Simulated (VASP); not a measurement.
# TiO2 (C2/m) in VASP: further runs, part 2 of 2

VASP 6.6.1.

## 4. Single point, revPBE

This run uses another cell than the first one, of 12.38 Å³/atom.

Contents of INCAR:

```
PREC = Accurate ; ENCUT = 600
EDIFF = 1E-6 ; ISMEAR = -1
SIGMA = 0.05 ; LREAL = F
LASPH = T ; NELM = 120
ALGO = Normal ; ISIF = 2
LWAVE = F ; LCHARG = F
GGA = RE ; NBANDS = 60
GGA_COMPAT = F
```

Contents of KPOINTS:

```
Automatic mesh
0
Gamma
  8 8 4
```

Contents of POSCAR:

```
TiO2
1.0
    6.1624869904     -1.8866227750     -0.0083093697
    6.1624869904      1.8866227750     -0.0083093697
   -1.9396643454      0.0000000000      6.3900001190
Ti O
4 8
Direct
    0.8994523734      0.8994523734      0.2892859311
    0.1934787042      0.1934787042      0.2791998346
    0.1005476266      0.1005476266      0.7107140689
    0.8065212958      0.8065212958      0.7208001654
    0.3612113391      0.3612113391      0.2926859197
    0.2647518745      0.2647518745      0.6569187689
    0.8676777529      0.8676777529      0.9968628816
    0.7352481255      0.7352481255      0.3430812311
    0.9421282438      0.9421282438      0.6307901357
    0.1323222471      0.1323222471      0.0031371184
    0.6387886609      0.6387886609      0.7073140803
    0.0578717562      0.0578717562      0.3692098643
```

Potentials or basis: VASP PAW PBE potentials, release 64 (Ti_sv, O).

On the command line:

```sh
cat potpaw_PBE.64/Ti_sv/POTCAR potpaw_PBE.64/O/POTCAR > POTCAR
mpirun -np 1 vasp_std > vasp.out
```

OUTCAR:

```text
PREC = Accurate
   ENCUT = 600
   EDIFF = 1E-6
   ISMEAR = -1
   LREAL = F
   LASPH = T
   NELM = 120
   ISIF = 2
   GGA = RE

 ion  position               nearest neighbor table
   1  0.899  0.899  0.289-  12 1.87   7 1.88   5 1.95   5 1.95   8 2.16   9 2.19
   2  0.193  0.193  0.279-  10 1.78  12 1.93   8 1.97   8 1.97   5 2.04   6 2.42
   3  0.101  0.101  0.711-   9 1.87  10 1.88  11 1.95  11 1.95   6 2.16  12 2.19
   4  0.807  0.807  0.721-   7 1.78   9 1.93   6 1.97   6 1.97  11 2.04   8 2.42
   5  0.361  0.361  0.293-   1 1.95   1 1.95   2 2.04
   6  0.265  0.265  0.657-   4 1.97   4 1.97   3 2.16   2 2.42
   7  0.868  0.868  0.997-   4 1.78   1 1.88
   8  0.735  0.735  0.343-   2 1.97   2 1.97   1 2.16   4 2.42
   9  0.942  0.942  0.631-   3 1.87   4 1.93   1 2.19
  10  0.132  0.132  0.003-   2 1.78   3 1.88
  11  0.639  0.639  0.707-   3 1.95   3 1.95   4 2.04
  12  0.058  0.058  0.369-   1 1.87   2 1.93   3 2.19

  LATTYP: Found a base centered monoclinic cell.
 ALAT       =    12.3249851850
 B/A-ratio  =     0.3061460516
 C/A-ratio  =     0.5418184046
 COS(beta)  =    -0.2917500421

  Lattice vectors:

 A1 = (   6.1624869904,  -1.8866227750,  -0.0083093697)
 A2 = (   6.1624869904,   1.8866227750,  -0.0083093697)
 A3 = (  -1.9396643454,   0.0000000000,   6.3900001190)

Analysis of symmetry for initial positions (statically):
=====================================================================
 Subroutine PRICEL returns:
 Original cell was already a primitive cell.

 Routine SETGRP: Setting up the symmetry group for a
 base centered monoclinic supercell.

 Subroutine GETGRP returns: Found  4 space group operations
 (whereof  4 operations were pure point group operations)
 out of a pool of  4 trial point group operations.

The static configuration has the point symmetry C_2h.

Analysis of symmetry for dynamics (positions and initial velocities):
=====================================================================
 Subroutine PRICEL returns:
 Original cell was already a primitive cell.

 Routine SETGRP: Setting up the symmetry group for a
 base centered monoclinic supercell.

 Subroutine GETGRP returns: Found  4 space group operations
 (whereof  4 operations were pure point group operations)
 out of a pool of  4 trial point group operations.

The dynamic configuration has the point symmetry C_2h.

 Subroutine INISYM returns: Found  4 space group operations
 (whereof  4 operations are pure point group operations),
 and found     1 'primitive' translations

----------------------------------------------------------------------------------------

                                     Primitive cell

  volume of cell :     148.5232

  direct lattice vectors                    reciprocal lattice vectors
     6.162486990 -1.886622775 -0.008309370     0.081169296 -0.265023833  0.024638683
     6.162486990  1.886622775 -0.008309370     0.081169296  0.265023833  0.024638683
    -1.939664345  0.000000000  6.390000119     0.000211100  0.000000000  0.156558599

  length of vectors
     6.444816557  6.444816557  6.677903810     0.278268129  0.278268129  0.156558741

  position of ions in fractional coordinates (direct lattice)
     0.899452373  0.899452373  0.289285931
[... 82 lines left out ...]
   total plane-waves  NPLWV = 157464
   dimension x,y,z NGX =    54 NGY =   54 NGZ =   54
   dimension x,y,z NGXF=   108 NGYF=  108 NGZF=  108
   ions per type =               4   8
   NGX,Y,Z   is equivalent  to a cutoff of  13.93, 13.93, 13.44 a.u.
   NGXF,Y,Z  is equivalent  to a cutoff of  27.86, 27.86, 26.89 a.u.
 SYSTEM =  unknown system
   PREC   = accura    normal or accurate (medium, high low for compatibility)
   ISTART =      0    job   : 0-new  1-cont  2-samecut
   ICHARG =      2    charge: 1-file 2-atom 10-const
   ISPIN  =      1    spin polarized calculation?
   LNONCOLLINEAR =      F non collinear calculations
   LSORBIT =      F    spin-orbit coupling
   LASPH  =      T    aspherical Exc in radial PAW
   ENCUT  =  600.0 eV  44.10 Ry    6.64 a.u.  12.87 12.87 13.34*2*pi/ulx,y,z
   NELM   =    120;   NELMIN=  2; NELMDL= -5     # of ELM steps
   EDIFF  = 0.1E-05   stopping-criterion for ELM
   LREAL  =      F    real-space projection
   EDIFFG = 0.1E-04   stopping-criterion for IOM
   NSW    =      0    number of steps for IOM
   IBRION =     -1    ionic relax: 0-MD 1-quasi-New 2-CG
   NFREE  =      0    steps in history (QN), initial steepest desc. (CG)
   ISIF   =      2    stress and relaxation
   ISYM   =      2    0-nonsym 1-usesym 2-fastsym
   POTIM  = 0.5000    time-step for ionic-motion
   TEBEG  =    0.0;   TEEND  =   0.0 temperature during run
   PSTRESS=    0.0 pullay stress
   NELECT =      96.0000    total number of electrons
   NUPDOWN=      -1.0000    fix difference up-down
   EMIN   =  10.00;   EMAX   =-10.00  energy-range for DOS
   EFERMI =   0.00;   METHOD = LEGACY
   ISMEAR =    -1;   SIGMA  =   0.05  broadening in eV -4-tet -1-fermi 0-gaus
   EFERMI_NEDOS =   21; number of points for ismear=-14 and -15
   IALGO  =     38    algorithm
   IMIX   =      4    mixing-type and parameters
     AMIX     =   0.40;   BMIX     =  1.00
     AMIX_MAG =   1.60;   BMIX_MAG =  1.00
  volume/ion in A,a.u.               =      12.38        83.52
  Fermi-wavevector in a.u.,A,eV,Ry     =   1.415470  2.674850 27.260007  2.003554
  Thomas-Fermi vector in A             =   2.536905
   LORBIT       =      0    0 simple, 1 ext, 2 COOP (PROOUT), +10 PAW based schemes
   GGA     = RE    functional components
   LHFCALC =     F    Hartree Fock is set to
   AEXX    =    0.0000 exact exchange contribution
   IVDW    =     0    specifies the selected vdW correction
   LEPSILON=     F    determine dielectric tensor
   LRPA    =     F    only Hartree local field effects (RPA)
 non-spin polarized calculation
  energy-cutoff  :      600.00
  volume of cell :      148.52
 maximum number of plane-waves:      4984
 NGX is ok and might be reduce to    54
   NGX = 25   NGY = 25   NGZ = 27

 number of electron      95.9999998 magnetization

 Free energy of the ion-electron system (eV)
  ---------------------------------------------------
  ext. energy  EPLUGINS =         0.00000000
  ---------------------------------------------------
  free energy    TOTEN  =      -103.74783539 eV

  energy without entropy =     -103.74783539  energy(sigma->0) =     -103.74783539

 E-fermi :   3.7422     XC(G=0):  -9.9678

 val. band max:        2.5143352674   @ k =  -0.2500   0.2500   0.5000
 cond. band min:       5.2347388695   @ k =   0.0000   0.0000   0.0000
 fundamental gap:      2.7204036021
 Fermi energy:         3.7421982807

 k-point     1 :       0.0000    0.0000    0.0000
  band No.  band energies     occupation
      1     -53.8226      2.00000
      2     -53.8130      2.00000
      3     -53.6919      2.00000
      4     -53.6873      2.00000
      5     -30.1482      2.00000
      6     -30.0970      2.00000
[... 1501 lines left out ...]
     59       7.0666      0.00000
     60       7.0934      0.00000

 [... further k-points ...]

------------------------ aborting loop because EDIFF is reached ----------------------------------------

  FORCE on cell =-STRESS in cart. coord.  units (eV):
  Direction    XX          YY          ZZ          XY          YZ          ZX
  --------------------------------------------------------------------------------------
  -------------------------------------------------------------------------------------
  Total        0.2737932      0.2369973      0.2914350      0.0000000      0.0000000      0.0246617
  in kB        2.9535143      2.5565829      3.1438231      0.0000000      0.0000000      0.2660353
  external PRESSURE =       2.8846401 kB  Pullay stress =       0.0000000 kB

 VOLUME and BASIS-vectors are now :
 -----------------------------------------------------------------------------
  energy-cutoff  :      600.00
  volume of cell :      148.52
      direct lattice vectors                 reciprocal lattice vectors
     6.162486990 -1.886622775 -0.008309370     0.081169296 -0.265023833  0.024638683
     6.162486990  1.886622775 -0.008309370     0.081169296  0.265023833  0.024638683
    -1.939664345  0.000000000  6.390000119     0.000211100  0.000000000  0.156558599

 POSITION                                       TOTAL-FORCE (eV/Angst)
 -----------------------------------------------------------------------------------
     10.52461      0.00000      1.83359        -0.009565      0.000000      0.017535
      1.84307      0.00000      1.78087        -0.005098      0.000000      0.062801
     -0.13930      0.00000      4.53979         0.009565      0.000000     -0.017535
      8.54224      0.00000      4.59251         0.005098      0.000000     -0.062801
      3.88421      0.00000      1.86426         0.009298      0.000000      0.000693
      1.98886      0.00000      4.19331         0.003648      0.000000     -0.015214
      8.76053      0.00000      6.35553         0.012969      0.000000      0.038337
      8.39645      0.00000      2.18007        -0.003648      0.000000      0.015214
     10.38818      0.00000      4.01509        -0.016982      0.000000     -0.008556
      1.62478      0.00000      0.01785        -0.012969      0.000000     -0.038337
      6.50110      0.00000      4.50912        -0.009298      0.000000     -0.000693
     -0.00288      0.00000      2.35829         0.016982      0.000000      0.008556
 -----------------------------------------------------------------------------------
    total drift:                                0.000000     -0.000000     -0.000000

  FREE ENERGIE OF THE ION-ELECTRON SYSTEM (eV)
  ---------------------------------------------------
  free  energy   TOTEN  =      -103.7478353885 eV

  energy  without entropy=     -103.7478353885  energy(sigma->0) =     -103.74783539
```

Run time: 32 min. Hardware: 1 thread of Intel Xeon Platinum 8488C (Sapphire Rapids), shared host; peak memory 0.8 GiB.

What came out:

| Quantity | Value |
| --- | --- |
| Free energy | -103.7478 eV |
| Pressure | 0.3 GPa |
| Largest force | 0.063 eV/Å |
| Band gap on the k mesh | 2.72 eV (least direct gap 2.90 eV) |

Forces in eV/Å, atoms in the order of the input:
```
Ti  -0.010  0.000  0.018
Ti  -0.005  0.000  0.063
Ti   0.010  0.000 -0.018
Ti   0.005  0.000 -0.063
O    0.009  0.000  0.001
O    0.004  0.000 -0.015
O    0.013  0.000  0.038
O   -0.004  0.000  0.015
O   -0.017  0.000 -0.009
O   -0.013  0.000 -0.038
O   -0.009  0.000 -0.001
O    0.017  0.000  0.009
```

Levels at points of the mesh, in eV from the valence-band top:
```
           k point  band 46  band 47  band 48  band 49  band 50  band 51
(0.00, 0.00, 0.00)    -0.72    -0.34    -0.18     2.72     3.07     3.29
(0.50, 0.00, 0.00)    -0.47    -0.22    -0.13     3.10     3.17     3.56
(0.50, 0.50, 0.00)    -0.61    -0.39    -0.13     2.88     2.90     3.42
(0.00, 0.00, 0.50)    -0.65    -0.55    -0.40     2.83     3.09     3.28
(0.50, 0.00, 0.50)    -0.51    -0.08    -0.01     3.15     3.17     3.43
(0.50, 0.50, 0.50)    -0.41    -0.21    -0.20     2.98     3.07     3.25
```

Caveat: the PAW data sets were made with another functional, which shifts forces and pressure a little.

## 5. The runs side by side

```tsv
level	cell	cutoff (eV)	gap on the mesh (eV)	pressure (GPa)	largest force (eV/Å)
r2SCAN	a = 6.562, b = 6.562, c = 6.746 Å, angles 106.2, 106.2, 34.0°, 12 atoms, atomic positions A	520	2.91	-14.6	0.51
SVWN5	a = 6.392, b = 6.392, c = 6.572 Å, angles 106.2, 106.2, 34.0°, 12 atoms, atomic positions A	520	2.71	-7.3	0.15
revPBE	a = 6.445, b = 6.445, c = 6.678 Å, angles 106.2, 106.2, 34.0°, 12 atoms, atomic positions B	600	2.72	0.3	0.06
```

Alike in all rows: task single point; potentials or basis VASP PAW PBE potentials, release 64 (Ti_sv, O); no spin polarisation; k mesh 8 × 8 × 4; smearing fermi-dirac 0.05 eV.

Caveats: the PAW data sets were made with another functional, which shifts forces and pressure a little; the cell stands under tension (at least some runs).

Absolute energies hang on the potentials; compare differences alone.
